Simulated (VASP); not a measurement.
# TmHOs (P4/mmm) in VASP: single point with PBE

Aim: the single point of TmHOs with PBE.

Everything below comes from runs of VASP 6.6.1. Logs are shortened: lines on timing, memory, paths and dates and some standing lists are left out, and cuts for length are marked.

### Step 1. The cell of the first run

Symmetry: P4/mmm, No. 123, tetragonal system. Conventional cell: a = 3.409 Å, b = 3.409 Å, c = 3.551 Å, α = 90.00°, β = 90.00°, γ = 90.00°. Within 3.2 Å of Tm (site symmetry 4/mmm) lie 4 H at 2.41 Å and 8 Os at 2.99 Å. Within 2.5 Å of H (site symmetry 4/mmm) lie 2 Os at 1.78 Å and 4 Tm at 2.41 Å. Within 2.4 Å of Os (site symmetry 4/mmm) lie 2 H at 1.78 Å.

### Step 2. Single point, PBE

POSCAR reads:

```
TmHOs
1.0
    3.4087936717      0.0000000000      0.0000000000
    0.0000000000      3.4087936717      0.0000000000
    0.0000000000      0.0000000000      3.5511610444
Tm H Os
1 1 1
Direct
    0.5000000000      0.5000000000      0.5000000000
    0.0000000000      0.0000000000      0.5000000000
    0.0000000000      0.0000000000      0.0000000000
```

INCAR.step1 reads:

```
ALGO     = Normal         # electronic algorithm
EDIFF    = 1E-6           # SCF threshold, eV
ENCUT    = 520            # plane-wave cutoff, eV
GGA      = PE             # functional
GGA_COMPAT= F            
ISIF     = 2              # what is computed and relaxed
ISMEAR   = 0              # smearing method
LASPH    = T              # aspherical terms in the spheres
LCHARG   = T              # write CHGCAR
LMAXMIX  = 6              # l up to which the mixer works
LORBIT   = 11             # projections on sites
LREAL    = F              # projectors in reciprocal space
LWAVE    = F              # write WAVECAR
NBANDS   = 16             # bands
NEDOS    = 2001           # points of the DOS
NELM     = 200            # most SCF steps
PREC     = Accurate       # precision mode
SIGMA    = 0.1            # smearing width, eV
```

KPOINTS.step1 reads:

```
k-points
0
Gamma
  10 10 10
```

INCAR.step2 reads:

```
ALGO     = Normal         # electronic algorithm
EDIFF    = 1E-6           # SCF threshold, eV
ENCUT    = 520            # plane-wave cutoff, eV
GGA      = PE             # functional
GGA_COMPAT= F            
ICHARG   = 11             # starting density
ISIF     = 2              # what is computed and relaxed
ISMEAR   = -5             # smearing method
LASPH    = T              # aspherical terms in the spheres
LCHARG   = F              # write CHGCAR
LMAXMIX  = 6              # l up to which the mixer works
LORBIT   = 11             # projections on sites
LREAL    = F              # projectors in reciprocal space
LWAVE    = F              # write WAVECAR
NEDOS    = 1001           # points of the DOS
NELM     = 200            # most SCF steps
PREC     = Accurate       # precision mode
SIGMA    = 0.1            # smearing width, eV
```

KPOINTS.step2 reads:

```
k-points
0
Gamma
  15 15 15
```

Potentials or basis: VASP PAW PBE potentials, release 64 (Tm_3, H, Os), 4f in core.

On the command line:

```sh
cat potpaw_PBE.64/Tm_3/POTCAR potpaw_PBE.64/H/POTCAR potpaw_PBE.64/Os/POTCAR > POTCAR
cp INCAR.step1 INCAR
cp KPOINTS.step1 KPOINTS
mpirun -np 1 vasp_std > vasp.out
cp INCAR.step2 INCAR
cp KPOINTS.step2 KPOINTS
mpirun -np 1 vasp_std > vasp.out
```

OUTCAR:

```text
EDIFF = 1E-6
   ENCUT = 520
   GGA = PE
   ICHARG = 11
   ISIF = 2
   ISMEAR = -5
   LASPH = T
   LORBIT = 11
   LREAL = F
   NELM = 200
   PREC = Accurate

 ion  position               nearest neighbor table
   1  0.500  0.500  0.500-   3 2.99   3 2.99   3 2.99   3 2.99   3 2.99   3 2.99   3 2.99   3 2.99

   2  0.000  0.000  0.500-   3 1.78   3 1.78
   3  0.000  0.000  0.000-   2 1.78   2 1.78   1 2.99   1 2.99   1 2.99   1 2.99   1 2.99   1 2.99
                             1 2.99   1 2.99

  LATTYP: Found a simple tetragonal cell.
 ALAT       =     3.4087936717
 C/A-ratio  =     1.0417647374

  Lattice vectors:

 A1 = (   3.4087936717,   0.0000000000,   0.0000000000)
 A2 = (   0.0000000000,   3.4087936717,   0.0000000000)
 A3 = (   0.0000000000,   0.0000000000,   3.5511610444)

Analysis of symmetry for initial positions (statically):
=====================================================================
 Subroutine PRICEL returns:
 Original cell was already a primitive cell.

 Routine SETGRP: Setting up the symmetry group for a
 simple tetragonal supercell.

 Subroutine GETGRP returns: Found 16 space group operations
 (whereof 16 operations were pure point group operations)
 out of a pool of 16 trial point group operations.

The static configuration has the point symmetry D_4h.

Analysis of symmetry for dynamics (positions and initial velocities):
=====================================================================
 Subroutine PRICEL returns:
 Original cell was already a primitive cell.

 Routine SETGRP: Setting up the symmetry group for a
 simple tetragonal supercell.

 Subroutine GETGRP returns: Found 16 space group operations
 (whereof 16 operations were pure point group operations)
 out of a pool of 16 trial point group operations.

The dynamic configuration has the point symmetry D_4h.

 Subroutine INISYM returns: Found 16 space group operations
 (whereof 16 operations are pure point group operations),
 and found     1 'primitive' translations

----------------------------------------------------------------------------------------

                                     Primitive cell

  volume of cell :      41.2640

  direct lattice vectors                    reciprocal lattice vectors
     3.408793672  0.000000000  0.000000000     0.293358911  0.000000000  0.000000000
     0.000000000  3.408793672  0.000000000     0.000000000  0.293358911  0.000000000
     0.000000000  0.000000000  3.551161044     0.000000000  0.000000000  0.281598043

  length of vectors
     3.408793672  3.408793672  3.551161044     0.293358911  0.293358911  0.281598043

  position of ions in fractional coordinates (direct lattice)
     0.500000000  0.500000000  0.500000000
     0.000000000  0.000000000  0.500000000
     0.000000000  0.000000000  0.000000000

  ion indices of the primitive-cell ions
   primitive index   ion index
                 1           1
                 2           2
                 3           3

----------------------------------------------------------------------------------------

 KPOINTS: k-points

Automatic generation of k-mesh.
 Grid dimensions read from file:
 generate k-points for:   15   15   15

 Generating k-lattice:

  Cartesian coordinates                     Fractional coordinates (reciprocal lattice)
     0.019557261  0.000000000  0.000000000     0.066666667  0.000000000  0.000000000
     0.000000000  0.019557261  0.000000000     0.000000000  0.066666667  0.000000000
     0.000000000  0.000000000  0.018773203     0.000000000  0.000000000  0.066666667

  Length of vectors
     0.019557261  0.019557261  0.018773203

  Shift w.r.t. Gamma in fractional coordinates (k-lattice)
     0.000000000  0.000000000  0.000000000

 TETIRR: Found   5032 inequivalent tetrahedra from    20250

 Subroutine IBZKPT returns following result:
 ===========================================

 Found    288 irreducible k-points:

 Following reciprocal coordinates:
            Coordinates               Weight
  0.000000  0.000000  0.000000      1.000000
  0.066667  0.000000  0.000000      4.000000
  0.133333  0.000000  0.000000      4.000000
  0.200000  0.000000  0.000000      4.000000
  0.266667  0.000000  0.000000      4.000000
  0.333333  0.000000  0.000000      4.000000
[... 16 lines left out ...]
  0.266667  0.200000  0.000000      8.000000
  0.333333  0.200000  0.000000      8.000000
 [... further k-points ...]
   k-points           NKPTS =    288   k-points in BZ     NKDIM =    288   number of bands    NBANDS=     13
   number of dos      NEDOS =   1001   number of ions     NIONS =      3
   total plane-waves  NPLWV =  21952
   dimension x,y,z NGX =    28 NGY =   28 NGZ =   28
   dimension x,y,z NGXF=    56 NGYF=   56 NGZF=   56
   ions per type =               1   1   1
   NGX,Y,Z   is equivalent  to a cutoff of  13.66, 13.66, 13.11 a.u.
   NGXF,Y,Z  is equivalent  to a cutoff of  27.31, 27.31, 26.22 a.u.
 SYSTEM =  unknown system
   PREC   = accura    normal or accurate (medium, high low for compatibility)
   ISTART =      0    job   : 0-new  1-cont  2-samecut
   ICHARG =     11    charge: 1-file 2-atom 10-const
   ISPIN  =      1    spin polarized calculation?
   LNONCOLLINEAR =      F non collinear calculations
   LSORBIT =      F    spin-orbit coupling
   LASPH  =      T    aspherical Exc in radial PAW
   ENCUT  =  520.0 eV  38.22 Ry    6.18 a.u.   6.34  6.34  6.60*2*pi/ulx,y,z
   NELM   =    200;   NELMIN=  2; NELMDL=  0     # of ELM steps
   EDIFF  = 0.1E-05   stopping-criterion for ELM
   LREAL  =      F    real-space projection
   EDIFFG = 0.1E-04   stopping-criterion for IOM
   NSW    =      0    number of steps for IOM
   IBRION =     -1    ionic relax: 0-MD 1-quasi-New 2-CG
   NFREE  =      0    steps in history (QN), initial steepest desc. (CG)
   ISIF   =      2    stress and relaxation
   ISYM   =      2    0-nonsym 1-usesym 2-fastsym
   POTIM  = 0.5000    time-step for ionic-motion
   TEBEG  =    0.0;   TEEND  =   0.0 temperature during run
   PSTRESS=    0.0 pullay stress
   NELECT =      18.0000    total number of electrons
   NUPDOWN=      -1.0000    fix difference up-down
   EMIN   =  10.00;   EMAX   =-10.00  energy-range for DOS
   EFERMI =   0.00;   METHOD = LEGACY
   ISMEAR =    -5;   SIGMA  =   0.10  broadening in eV -4-tet -1-fermi 0-gaus
   EFERMI_NEDOS =   21; number of points for ismear=-14 and -15
   IALGO  =     38    algorithm
   IMIX   =      4    mixing-type and parameters
     AMIX     =   0.40;   BMIX     =  1.00
     AMIX_MAG =   1.60;   BMIX_MAG =  1.00
  volume/ion in A,a.u.               =      13.75        92.82
  Fermi-wavevector in a.u.,A,eV,Ry     =   1.241581  2.346248 20.973700  1.541523
  Thomas-Fermi vector in A             =   2.375973
   LORBIT       =     11    0 simple, 1 ext, 2 COOP (PROOUT), +10 PAW based schemes
   GGA     = PE    functional components
   LHFCALC =     F    Hartree Fock is set to
   AEXX    =    0.0000 exact exchange contribution
   IVDW    =     0    specifies the selected vdW correction
   LEPSILON=     F    determine dielectric tensor
   LRPA    =     F    only Hartree local field effects (RPA)
 non-spin polarized calculation
 Fermi weights with tetrahedron method with Bloechl corrections
  energy-cutoff  :      520.00
  volume of cell :       41.26
 maximum number of plane-waves:      1136
 NGX is ok and might be reduce to    28

 number of electron      18.0000000 magnetization

 Free energy of the ion-electron system (eV)
  ---------------------------------------------------
  ext. energy  EPLUGINS =         0.00000000
  ---------------------------------------------------
  free energy    TOTEN  =       -19.90540830 eV

  energy without entropy =      -19.90540830  energy(sigma->0) =      -19.90540830

 E-fermi :   4.9268     XC(G=0): -11.9113

 val. band max:        4.9762966081   @ k =   0.0667   0.0000   0.4000
 cond. band min:       4.9111961840   @ k =   0.4000   0.4000   0.0667
 fundamental gap:     -0.0651004241
 Fermi energy:         4.9267701934

 k-point     1 :       0.0000    0.0000    0.0000
  band No.  band energies     occupation
      1     -19.3109      2.00000
      2     -19.3109      2.00000
      3     -19.2061      2.00000
      4      -4.8977      2.00000
      5      -0.1126      2.00000
      6       1.5964      2.00000
      7       4.0939      2.00000
      8       4.0939      2.00000
      9       4.6820      2.00000
     10       8.1590      0.00000
     11       8.4252      0.00000
     12      11.6974      0.00000
     13      11.9170      0.00000

 k-point     2 :       0.0667    0.0000    0.0000
  band No.  band energies     occupation
      1     -19.3328      2.00000
      2     -19.3095      2.00000
      3     -19.2050      2.00000
      4      -4.8342      2.00000
      5      -0.0588      2.00000
      6       1.6510      2.00000
      7       4.0760      2.00000
      8       4.1147      2.00000
      9       4.6625      2.00000
     10       8.1236      0.00000
     11       8.3867      0.00000
     12      10.8678      0.00000
     13      11.0414      0.00000
[... 321 lines left out ...]
 k-point    23 :       0.2667    0.2000    0.0000
  band No.  band energies     occupation
      1     -19.5588      2.00000
      2     -19.4436      2.00000
      3     -19.1791      2.00000
      4      -3.9019      2.00000
      5       1.1091      2.00000
      6       2.8542      2.00000
      7       3.4381      2.00000
      8       4.0890      2.00000
      9       4.1812      2.00000
     10       6.8417      0.00000
     11       7.8634      0.00000
     12       8.2730      0.00000
     13       8.6495      0.00000

 k-point    24 :       0.3333    0.2000    0.0000
  band No.  band energies     occupation
      1     -19.6438      2.00000
      2     -19.4338      2.00000
      3     -19.1725      2.00000
      4      -3.7414      2.00000
      5       1.4590      2.00000
      6       3.0707      2.00000
      7       3.3602      2.00000
      8       4.0073      2.00000
      9       4.0629      2.00000
     10       6.5447      0.00000
     11       7.6395      0.00000
     12       8.2371      0.00000
     13       8.6992      0.00000

 [... further k-points ...]

------------------------ aborting loop because EDIFF is reached ----------------------------------------

  FORCE on cell =-STRESS in cart. coord.  units (eV):
  Direction    XX          YY          ZZ          XY          YZ          ZX
  --------------------------------------------------------------------------------------
  -------------------------------------------------------------------------------------
  Total        0.1573018      0.1573018      0.4212694      0.0000000      0.0000000     -0.0000000
  in kB        6.1076247      6.1076247     16.3568146      0.0000000      0.0000000     -0.0000000
  external PRESSURE =       9.5240213 kB  Pullay stress =       0.0000000 kB

 VOLUME and BASIS-vectors are now :
 -----------------------------------------------------------------------------
  energy-cutoff  :      520.00
  volume of cell :       41.26
      direct lattice vectors                 reciprocal lattice vectors
     3.408793672  0.000000000  0.000000000     0.293358911  0.000000000  0.000000000
     0.000000000  3.408793672  0.000000000     0.000000000  0.293358911  0.000000000
     0.000000000  0.000000000  3.551161044     0.000000000  0.000000000  0.281598043

 POSITION                                       TOTAL-FORCE (eV/Angst)
 -----------------------------------------------------------------------------------
      1.70440      1.70440      1.77558         0.000000      0.000000      0.000000
      0.00000      0.00000      1.77558         0.000000      0.000000      0.000000
      0.00000      0.00000      0.00000         0.000000      0.000000      0.000000
 -----------------------------------------------------------------------------------
    total drift:                               -0.000000      0.000000      0.000000

  FREE ENERGIE OF THE ION-ELECTRON SYSTEM (eV)
  ---------------------------------------------------
  free  energy   TOTEN  =       -19.9054082966 eV

  energy  without entropy=      -19.9054082966  energy(sigma->0) =      -19.90540830

 total charge

# of ion       s       p       d       tot
------------------------------------------
    1        0.495   6.994   1.329   8.818
    2        0.563   0.035   0.000   0.598
    3        0.618   0.421   6.204   7.243
--------------------------------------------------
tot          1.675   7.450   7.533  16.658
```

Wall time 2.7 min (1 thread of Intel Xeon Platinum 8259CL at 2.50GHz (Skylake/Cascade Lake), shared host); peak memory 0.32 GiB.

Results:

```
Valence electrons inside the program's atomic spheres : Tm 8.82; H 0.60; Os 7.24
```

Levels at points of the mesh, in eV from the Fermi level:
```csv
k point,band 6,band 7,band 8,band 9,band 10,band 11,band 12,band 13
"(0.00, 0.00, 0.00)",-3.33,-0.83,-0.83,-0.24,3.23,3.50,6.77,6.99
```

Caveat: spin-orbit coupling is left out, which moves the levels of the heavy elements; the 4f electrons are frozen in the core, so they carry no moment and show no levels; tetrahedron occupations give inexact forces and stress in metals.
